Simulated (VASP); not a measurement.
Crystal: KI.

```xyz
2
Lattice="0.0000 3.8866 3.8866 3.8866 0.0000 3.8866 3.8866 3.8866 0.0000" Properties=species:S:1:pos:R:3 pbc="T T T"
K     0.0000    0.0000    0.0000
I     1.9433    1.9433    1.9433
```

This cell differs from its parent crystal: strain -2.0%.

Program: VASP 6.6.1. Alike in all runs: task single point; potentials or basis VASP PAW PBE potentials, release 64 (K_sv, I); no spin polarisation; cell as given; cutoff (eV) 520. Hardware: 1 thread of Intel(R) Xeon(R) Platinum 8259CL CPU @ 2.50GHz (Skylake/Cascade Lake), with other jobs on the host.

Order these runs on this cell by their wall time, lowest first.
A. level r2SCAN; k mesh 6 × 6 × 6; smearing gaussian 0.01 eV
B. level PBE; k mesh 6 × 6 × 6; smearing fermi-dirac 0.02 eV
C. level HSE06; k mesh 4 × 4 × 4; smearing gaussian 0.01 eV; grid for exact exchange (PRECFOCK) Normal; screening parameter 0.2079 1/Å

B (35 s), A (130 s), C (730 s).
